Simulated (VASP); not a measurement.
# BaTiO3 (P1) in VASP: notebook

The runs below take BaTiO3 through relaxation of cell and atoms, single point, with BLYP, LDA+U.

All numbers are computed with VASP 6.6.1; they aren't measurements. Logs are shortened: lines on timing, memory, paths and dates and some standing lists are left out, and cuts for length are marked.

### 1 The cell of the first run

The typed cell holds 5 atoms: a = 4.000 Å, b = 4.000 Å, c = 4.018 Å, α = 90.00°, β = 90.00°, γ = 90.00°.

### 2 Relaxation of cell and atoms, BLYP

File INCAR:

```
  PREC = Accurate
  ENCUT = 600
  EDIFF = 1E-7
  ISMEAR = -1
  SIGMA = 0.05
  LREAL = False
  LASPH = True
  NELM = 120
  ALGO = Normal
  ISIF = 3
  LWAVE = False
  LCHARG = False
  GGA = B5
  ALDAX = 1.0
  AGGAX = 1.0
  AGGAC = 1.0
  ALDAC = 0.0
  IBRION = 2
  NSW = 60
  EDIFFG = -0.01
  GGA_COMPAT = False
  NELMIN = 4
```

File KPOINTS:

```
regular mesh
0
Gamma
  7 7 7
```

File POSCAR:

```
BaTiO3
1.0
    3.9998000000      0.0000000000      0.0000000000
    0.0000000000      3.9998000000      0.0000000000
    0.0000000000      0.0000000000      4.0180000000
Ba Ti O
1 1 3
Direct
    0.9955672000      0.9906407400      0.0035034300
    0.5025366900      0.4919233700      0.4687657700
    0.4792189400      0.5143238900      0.0064065200
    0.5027309200      0.0032990000      0.5093824900
    0.0199462600      0.4998130000      0.5399418000
```

Potentials or basis: VASP PAW PBE potentials, release 64 (Ba_sv, Ti_sv, O).

On the command line:

```sh
$ cat potpaw_PBE.64/Ba_sv/POTCAR potpaw_PBE.64/Ti_sv/POTCAR potpaw_PBE.64/O/POTCAR > POTCAR
$ mpirun -np 1 vasp_std > vasp.out
```

OUTCAR:

```text
PREC = Accurate
   ENCUT = 600
   EDIFF = 1E-7
   ISMEAR = -1
   LREAL = False
   LASPH = True
   NELM = 120
   ISIF = 3
   GGA = B5
   IBRION = 2
   NSW = 60
   EDIFFG = -0.01
   NELMIN = 4

 ion  position               nearest neighbor table
   1  0.996  0.991  0.004-   5 2.71   3 2.72   5 2.76   4 2.80   3 2.81   4 2.83   4 2.84   3 2.85
                             4 2.87   5 2.92   3 2.94   5 2.97   2 3.37   2 3.38   2 3.40   2 3.41
   2  0.503  0.492  0.469-   3 1.86   5 1.95   4 1.96   4 2.05   5 2.09   3 2.16   1 3.37   1 3.38
                             1 3.40   1 3.41   1 3.53   1 3.54   1 3.56   1 3.57
   3  0.479  0.514  0.006-   2 1.86   2 2.16   1 2.72   1 2.81   1 2.85   1 2.94
   4  0.503  0.003  0.509-   2 1.96   2 2.05   1 2.80   1 2.83   1 2.84   1 2.87
   5  0.020  0.500  0.540-   2 1.95   2 2.09   1 2.71   1 2.76   1 2.92   1 2.97

  LATTYP: Found a simple tetragonal cell.
 ALAT       =     3.9998000000
 C/A-ratio  =     1.0045502275

  Lattice vectors:

 A1 = (   3.9998000000,   0.0000000000,   0.0000000000)
 A2 = (   0.0000000000,   3.9998000000,   0.0000000000)
 A3 = (   0.0000000000,   0.0000000000,   4.0180000000)

Analysis of symmetry for initial positions (statically):
=====================================================================
 Subroutine PRICEL returns:
 Original cell was already a primitive cell.

 Routine SETGRP: Setting up the symmetry group for a
 simple tetragonal supercell.

 Subroutine GETGRP returns: Found  1 space group operations
 (whereof  1 operations were pure point group operations)
 out of a pool of 16 trial point group operations.

The static configuration has the point symmetry C_1 .

Analysis of symmetry for dynamics (positions and initial velocities):
=====================================================================
 Subroutine PRICEL returns:
 Original cell was already a primitive cell.

 Routine SETGRP: Setting up the symmetry group for a
 simple tetragonal supercell.

 Subroutine GETGRP returns: Found  1 space group operations
 (whereof  1 operations were pure point group operations)
 out of a pool of 16 trial point group operations.

The dynamic configuration has the point symmetry C_1 .

 Subroutine INISYM returns: Found  1 space group operations
 (whereof  1 operations are pure point group operations),
 and found     1 'primitive' translations

----------------------------------------------------------------------------------------

                                     Primitive cell

  volume of cell :      64.2816

  direct lattice vectors                    reciprocal lattice vectors
     3.999800000  0.000000000  0.000000000     0.250012501  0.000000000  0.000000000
     0.000000000  3.999800000  0.000000000     0.000000000  0.250012501  0.000000000
     0.000000000  0.000000000  4.018000000     0.000000000  0.000000000  0.248880040

  length of vectors
     3.999800000  3.999800000  4.018000000     0.250012501  0.250012501  0.248880040

  position of ions in fractional coordinates (direct lattice)
     0.995567200  0.990640740  0.003503430
     0.502536690  0.491923370  0.468765770
     0.479218940  0.514323890  0.006406520
     0.502730920  0.003299000  0.509382490
     0.019946260  0.499813000  0.539941800

  ion indices of the primitive-cell ions
   primitive index   ion index
                 1           1
                 2           2
                 3           3
                 4           4
                 5           5

----------------------------------------------------------------------------------------

 KPOINTS: regular mesh

Automatic generation of k-mesh.
 Grid dimensions read from file:
 generate k-points for:    7    7    7

 Generating k-lattice:

  Cartesian coordinates                     Fractional coordinates (reciprocal lattice)
     0.035716072  0.000000000  0.000000000     0.142857143  0.000000000  0.000000000
     0.000000000  0.035716072  0.000000000     0.000000000  0.142857143  0.000000000
     0.000000000  0.000000000  0.035554291     0.000000000  0.000000000  0.142857143

  Length of vectors
     0.035716072  0.035716072  0.035554291

  Shift w.r.t. Gamma in fractional coordinates (k-lattice)
     0.000000000  0.000000000  0.000000000

 Subroutine IBZKPT returns following result:
 ===========================================

 Found    172 irreducible k-points:

 Following reciprocal coordinates:
            Coordinates               Weight
  0.000000  0.000000  0.000000      1.000000
  0.142857  0.000000  0.000000      2.000000
  0.000000  0.142857  0.000000      2.000000
  0.285714  0.000000  0.000000      2.000000
  0.000000  0.285714  0.000000      2.000000
  0.428571  0.000000  0.000000      2.000000
[... 16 lines left out ...]
  0.285714  0.428571  0.000000      2.000000
  0.428571  0.428571  0.000000      2.000000
 [... further k-points ...]
   k-points           NKPTS =    172   k-points in BZ     NKDIM =    172   number of bands    NBANDS=     24
   number of dos      NEDOS =    301   number of ions     NIONS =      5
   total plane-waves  NPLWV =  32768
   dimension x,y,z NGX =    32 NGY =   32 NGZ =   32
   dimension x,y,z NGXF=    64 NGYF=   64 NGZF=   64
   ions per type =               1   1   3
   NGX,Y,Z   is equivalent  to a cutoff of  13.30, 13.30, 13.24 a.u.
   NGXF,Y,Z  is equivalent  to a cutoff of  26.60, 26.60, 26.48 a.u.
 SYSTEM =  unknown system
   PREC   = accura    normal or accurate (medium, high low for compatibility)
   ISTART =      0    job   : 0-new  1-cont  2-samecut
   ICHARG =      2    charge: 1-file 2-atom 10-const
   ISPIN  =      1    spin polarized calculation?
   LNONCOLLINEAR =      F non collinear calculations
   LSORBIT =      F    spin-orbit coupling
   LASPH  =      T    aspherical Exc in radial PAW
   ENCUT  =  600.0 eV  44.10 Ry    6.64 a.u.   7.99  7.99  8.02*2*pi/ulx,y,z
   NELM   =    120;   NELMIN=  4; NELMDL= -5     # of ELM steps
   EDIFF  = 0.1E-06   stopping-criterion for ELM
   LREAL  =      F    real-space projection
   EDIFFG = -.1E-01   stopping-criterion for IOM
   NSW    =     60    number of steps for IOM
   IBRION =      2    ionic relax: 0-MD 1-quasi-New 2-CG
   NFREE  =      1    steps in history (QN), initial steepest desc. (CG)
   ISIF   =      3    stress and relaxation
   ISYM   =      2    0-nonsym 1-usesym 2-fastsym
   POTIM  = 0.5000    time-step for ionic-motion
   TEBEG  =    0.0;   TEEND  =   0.0 temperature during run
   PSTRESS=    0.0 pullay stress
   NELECT =      40.0000    total number of electrons
   NUPDOWN=      -1.0000    fix difference up-down
   EMIN   =  10.00;   EMAX   =-10.00  energy-range for DOS
   EFERMI =   0.00;   METHOD = LEGACY
   ISMEAR =    -1;   SIGMA  =   0.05  broadening in eV -4-tet -1-fermi 0-gaus
   EFERMI_NEDOS =   21; number of points for ismear=-14 and -15
   IALGO  =     38    algorithm
   IMIX   =      4    mixing-type and parameters
     AMIX     =   0.40;   BMIX     =  1.00
     AMIX_MAG =   1.60;   BMIX_MAG =  1.00
  volume/ion in A,a.u.               =      12.86        86.76
  Fermi-wavevector in a.u.,A,eV,Ry     =   1.397653  2.641181 26.578078  1.953434
  Thomas-Fermi vector in A             =   2.520888
   LORBIT       =      0    0 simple, 1 ext, 2 COOP (PROOUT), +10 PAW based schemes
   GGA     = B5    functional components
   LHFCALC =     F    Hartree Fock is set to
   AEXX    =    0.0000 exact exchange contribution
   IVDW    =     0    specifies the selected vdW correction
   LEPSILON=     F    determine dielectric tensor
   LRPA    =     F    only Hartree local field effects (RPA)
 conjugate gradient relaxation of ions
 non-spin polarized calculation
  energy-cutoff  :      600.00
  volume of cell :       64.28
 maximum number of plane-waves:      2174
   NGX = 15   NGY = 15   NGZ = 17

--------------------------------------- Ionic step        1  -------------------------------------------

 number of electron      39.9999997 magnetization

 Free energy of the ion-electron system (eV)
  ---------------------------------------------------
  ext. energy  EPLUGINS =         0.00000000
  ---------------------------------------------------
  free energy    TOTEN  =       -37.88046035 eV

  energy without entropy =      -37.88046035  energy(sigma->0) =      -37.88046035

------------------------ aborting loop because EDIFF is reached ----------------------------------------

  FORCE on cell =-STRESS in cart. coord.  units (eV):
  Direction    XX          YY          ZZ          XY          YZ          ZX
  --------------------------------------------------------------------------------------
  -------------------------------------------------------------------------------------
  Total        3.8665406      4.2229143      4.6391910     -0.0584349      0.2406544      0.0329422
  in kB       96.3710689    105.2534570    115.6288897     -1.4564533      5.9981573      0.8210635
  external PRESSURE =     105.7511385 kB  Pullay stress =       0.0000000 kB
[... 98 lines left out ...]
  FREE ENERGIE OF THE ION-ELECTRON SYSTEM (eV)
  ---------------------------------------------------
  free  energy   TOTEN  =       -38.1231455249 eV

  energy  without entropy=      -38.1231455236  energy(sigma->0) =      -38.12314552

[... ionic steps 4 to 17 ...]

--------------------------------------- Ionic step       18  -------------------------------------------

 number of electron      39.9999992 magnetization

------------------------ aborting loop because EDIFF is reached ----------------------------------------
[... 73 lines left out ...]
--------------------------------------- Ionic step       20  -------------------------------------------

 number of electron      39.9999992 magnetization

 Free energy of the ion-electron system (eV)
  ---------------------------------------------------
  ext. energy  EPLUGINS =         0.00000000
  ---------------------------------------------------
  free energy    TOTEN  =       -38.27115544 eV

  energy without entropy =      -38.27115544  energy(sigma->0) =      -38.27115544

 E-fermi :   4.5531     XC(G=0): -10.1913

 val. band max:        3.3558542527   @ k =   0.4286   0.4286   0.4286
 cond. band min:       5.9184361519   @ k =   0.0000   0.0000   0.0000
 fundamental gap:      2.5625818992
 Fermi energy:         4.5530781733

 k-point     1 :       0.0000    0.0000    0.0000
  band No.  band energies     occupation
      1     -52.8444      2.00000
      2     -29.2885      2.00000
      3     -29.2235      2.00000
      4     -29.1978      2.00000
      5     -21.7469      2.00000
      6     -13.1299      2.00000
[... 637 lines left out ...]
     23       7.2774      0.00000
     24       7.7371      0.00000

 [... further k-points ...]

------------------------ aborting loop because EDIFF is reached ----------------------------------------

  FORCE on cell =-STRESS in cart. coord.  units (eV):
  Direction    XX          YY          ZZ          XY          YZ          ZX
  --------------------------------------------------------------------------------------
  -------------------------------------------------------------------------------------
  Total       -0.0157766     -0.0016554      0.0006233     -0.0018099      0.0096121     -0.0009150
  in kB       -0.3555033     -0.0373025      0.0140447     -0.0407832      0.2165946     -0.0206185
  external PRESSURE =      -0.1262537 kB  Pullay stress =       0.0000000 kB
[... 20 lines left out ...]
  FREE ENERGIE OF THE ION-ELECTRON SYSTEM (eV)
  ---------------------------------------------------
  free  energy   TOTEN  =       -38.2711554397 eV

  energy  without entropy=      -38.2711554397  energy(sigma->0) =      -38.27115544

 reached required accuracy - stopping structural energy minimisation
```

Wall time 23 min (1 thread of Intel Xeon 6975P-C (Granite Rapids), shared host); peak memory 0.46 GiB.

What came out:

```
Free energy                           : -38.2712 eV
Relaxed volume                        : 14.22 Å³/atom
Relaxed cell                          : a = 4.063 Å, b = 4.114 Å, c = 4.254 Å, α = 89.42°, β = 89.56°, γ = 89.74°
Space group after relaxing (to 0.1 Å) : Cm (No. 8)
Energy gained by relaxing             : 78.1 meV/atom
Ionic steps                           : 20
Pressure after relaxing               : 0.0 GPa
Largest force after relaxing          : 0.009 eV/Å
Band gap on the k mesh                : 2.56 eV (least direct gap 3.13 eV)
```

Forces in eV/Å, atoms in the order of the input:
```
Ba   0.000  0.002  0.006
Ti   0.001 -0.008 -0.001
O   -0.004  0.003 -0.005
O    0.001  0.006 -0.006
O    0.001 -0.003  0.006
```

Step by step:
| step | energy change (eV) | largest force (eV/Å) | pressure (GPa) | volume (Å³) |
| --- | --- | --- | --- | --- |
| 1 | 0.0000 | 1.3133 | 10.58 | 64.28 |
| 2 | -0.1919 | 1.1597 | -7.33 | 72.50 |
| 3 | -0.2427 | 1.1540 | -2.59 | 69.75 |
| 4 | -0.3339 | 0.3733 | -0.48 | 69.30 |
| 5 | -0.3442 | 0.3158 | 0.67 | 69.09 |
| 6 | -0.3642 | 0.3127 | 0.28 | 69.57 |
| 7 | -0.3728 | 0.3848 | 0.08 | 70.10 |
| 8 | -0.3849 | 0.1455 | 0.71 | 70.52 |
| 9 | -0.3850 | 0.1491 | 0.79 | 70.57 |
| 10 | -0.3867 | 0.1203 | -1.18 | 71.67 |
| 11 | -0.3880 | 0.1255 | -0.41 | 71.23 |
| 12 | -0.3899 | 0.0706 | -0.10 | 71.11 |
| 13 | -0.3901 | 0.0436 | 0.07 | 71.06 |
| 14 | -0.3906 | 0.0307 | -0.08 | 71.10 |
| 15 | -0.3906 | 0.0360 | -0.11 | 71.11 |
| 16 | -0.3905 | 0.0392 | 0.23 | 70.99 |
| 17 | -0.3906 | 0.0184 | 0.04 | 71.06 |
| 18 | -0.3906 | 0.0181 | 0.05 | 71.05 |
| 19 | -0.3907 | 0.0115 | 0.01 | 71.09 |
| 20 | -0.3907 | 0.0090 | -0.01 | 71.10 |

Final structure:
```
Ba Ti O
1.0
     4.06320    0.00937    0.01578
     0.00940    4.11405    0.02098
     0.01616    0.02119    4.25365
Ba Ti O
1 1 3
Direct
  0.99294 0.98980 0.98680
  0.48089 0.47496 0.46961
  0.50404 0.50406 0.03859
  0.50723 0.02048 0.51560
  0.01490 0.51069 0.51740
```

Caveat: the PAW data sets were made with another functional, which shifts forces and pressure a little; spin-orbit coupling is left out, which moves the levels of the heavy elements. A k mesh can miss the band edges.

### 3 Single point, LDA+U

File INCAR:

```
SYSTEM = BaTiO3
ALGO     = Normal         ! electronic algorithm
EDIFF    = 1E-6           ! SCF threshold, eV
ENCUT    = 600            ! plane-wave cutoff, eV
GGA_COMPAT= .FALSE.      
ISIF     = 2              ! what is computed and relaxed
ISMEAR   = -1             ! smearing method
LASPH    = .TRUE.         ! aspherical terms in the spheres
LCHARG   = .FALSE.        ! write CHGCAR
LDAU     = .TRUE.         ! DFT+U
LDAUJ    = 0 0 0        
LDAUL    = -1 2 -1        ! shell
LDAUPRINT= 1            
LDAUTYPE = 2            
LDAUU    = 0 4 0          ! U, eV
LMAXMIX  = 4              ! l up to which the mixer works
LREAL    = .FALSE.        ! projectors in reciprocal space
LWAVE    = .FALSE.        ! write WAVECAR
NBANDS   = 28             ! bands
NELM     = 200            ! most SCF steps
PREC     = Accurate       ! precision mode
SIGMA    = 0.05           ! smearing width, eV
```

File KPOINTS:

```
k-points
0
G
  7 7 7
  0 0 0
```

POSCAR is that of step 2.

Potentials or basis: VASP PAW LDA potentials, release 64 (Ba_sv, Ti_sv, O).

On the command line:

```sh
$ cat potpaw_LDA.64/Ba_sv/POTCAR potpaw_LDA.64/Ti_sv/POTCAR potpaw_LDA.64/O/POTCAR > POTCAR
$ mpirun -np 1 vasp_std > vasp.out
```

Wall time 7.9 min (1 thread of Oxide Virtual Turin-like, shared host); peak memory 0.41 GiB.

It converged, with:

```yaml
Free_energy: -41.1669 eV
Pressure: -2.6 GPa
Largest_force: 1.374 eV/Å
Band_gap_on_the_k_mesh: 2.33 eV (least direct gap 2.60 eV)
```

Forces on the atoms (eV/Å):
```
Ba   0.179  0.201 -0.386
Ti  -0.274  0.106  1.332
O    0.764 -0.321  0.368
O    0.313  0.055 -0.355
O   -0.983 -0.040 -0.959
```

Stress tensor (GPa, compression positive):
```
-3.53 -0.12  0.08
-0.12 -2.80  0.43
 0.08  0.43 -1.32
```

Levels at points of the mesh, in eV from the valence-band top:
```csv
k point,band 16,band 17,band 18,band 19,band 20,band 21,band 22,band 23,band 24,band 25
"(0.00, 0.00, 0.00)",-1.29,-1.16,-0.45,-0.34,-0.27,2.33,2.63,2.90,4.25,4.37
```

Eigenvalues of the final occupation matrices:
```tsv
site	spin	trace	eigenvalues
site 2 d	1	0.82	0.10 0.12 0.12 0.23 0.25
site 2 d	2	0.82	0.10 0.12 0.12 0.23 0.25
```

Caveat: spin-orbit coupling is left out, which moves the levels of the heavy elements; forces of over 1 eV/Å act on the atoms, so gaps and moduli don't describe the material at rest.
